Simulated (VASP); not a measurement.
Input of a VASP 6.6.1 run:

The input POSCAR:

```
ZnO
1.0
    2.6882100000      0.0000000000      0.0000000000
    0.0000000000      2.6882100000      0.0000000000
    0.0000000000      0.0000000000      2.6882100000
Zn O
1 1
Direct
    0.0000000000      0.0000000000      0.0000000000
    0.5000000000      0.5000000000      0.5000000000
```

File INCAR.step1:

```
PREC = Accurate
ENCUT = 520
EDIFF = 1E-5
ISMEAR = -1
SIGMA = 0.05
LREAL = False
LASPH = True
NELM = 80
ALGO = Normal
ISIF = 2
LWAVE = True
LCHARG = False
NBANDS = 16
GGA = PE
```

File INCAR.step2:

```
PREC = Accurate
ENCUT = 520
EDIFF = 1E-7
ISMEAR = -1
SIGMA = 0.05
LREAL = False
LASPH = True
NELM = 80
ALGO = Normal
ISIF = 2
LWAVE = False
LCHARG = False
METAGGA = R2SCAN
LHFCALC = True
AEXX = 0.5
LMIXTAU = True
PRECFOCK = Normal
NBANDS = 16
ISTART = 1
```

Contents of KPOINTS:

```
Automatic mesh
0
Gamma
  5 5 5
```

Potentials or basis: VASP PAW PBE potentials, release 64 (Zn, O).

The run is started by

```bash
$ cat potpaw_PBE.64/Zn/POTCAR potpaw_PBE.64/O/POTCAR > POTCAR
$ cp INCAR.step1 INCAR
$ mpirun -np 1 vasp_std > vasp.out
$ cp INCAR.step2 INCAR
$ mpirun -np 1 vasp_std > vasp.out
```

**Question.** What does it give for the band gap on the k mesh?

**Answer.** 3.90 eV (least direct gap 5.07 eV).

**Question.** Predict the pressure.

**Answer.** -15.6 GPa.

Caveat: the k points lie up to 0.47 Å⁻¹ apart; the PAW data sets were made with another functional, which shifts forces and pressure a little; an odd mesh through Γ misses points on the zone boundary, where band edges can lie.
